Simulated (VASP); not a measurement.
VN: single point with PBEsol

Crystal: VN.

```
V N
1.0
     0.00000    2.06000    2.06000
     2.06000    0.00000    2.06000
     2.06000    2.06000    0.00000
V N
1 1
Direct
  0.50000 0.50000 0.50000
  0.00000 0.00000 0.00000
```

| Quantity | Value |
| --- | --- |
| Program | VASP 6.6.1 |
| Task | single point |
| Functional | PBEsol |
| Potentials or basis | VASP PAW PBE potentials, release 64 (V_sv, N) |
| Cutoff | 600 eV |
| k mesh | 8 × 8 × 8 |
| Occupations | gaussian, width 0.1 eV |
| Spin | collinear spin, ferromagnetic start |
| Starting moments | [2.0, 0.0] μB |

The pressure is -10.5 GPa, the net moment is 0.07 μB per cell and the site moments are V +0.06; N +0.00 μB. The valence electrons inside the program's atomic spheres are V 11.69; N 3.73.

Levels at points of the mesh, in eV from the Fermi level:
Spin up:
```
           k point  band 5  band 6  band 7  band 8  band 9  band 10  band 11  band 12  band 13  band 14
(0.00, 0.00, 0.00)  -17.98   -2.25   -2.25   -2.25   -1.62    -1.62    -1.62    -0.56    -0.56     5.91
(0.50, 0.00, 0.00)  -15.21   -9.00   -6.16   -6.16    0.53     0.53     1.42     4.97     4.97     6.11
(0.50, 0.50, 0.00)  -16.15   -6.74   -3.94   -3.70   -3.70     0.43     1.16     1.16     2.65    10.25
```
Spin down:
```tsv
k point	band 6	band 7	band 8	band 9	band 10	band 11	band 12	band 13
(0.00, 0.00, 0.00)	-2.25	-2.25	-2.25	-1.56	-1.56	-1.56	-0.52	-0.52
(0.50, 0.00, 0.00)	-8.98	-6.14	-6.14	0.60	0.60	1.47	5.01	5.01
(0.50, 0.50, 0.00)	-6.73	-3.89	-3.69	-3.69	0.47	1.23	1.23	2.70
```

Wall time 12 s on 1 thread of Intel(R) Xeon(R) 6975P-C (Granite Rapids), with other jobs on the host, peak memory 0.15 GiB.

Caveat: the PAW data sets were made with another functional, which shifts forces and pressure a little. With open d or f shells a metallic result of PBEsol can be an artefact of self-interaction; +U or a hybrid may open a gap.
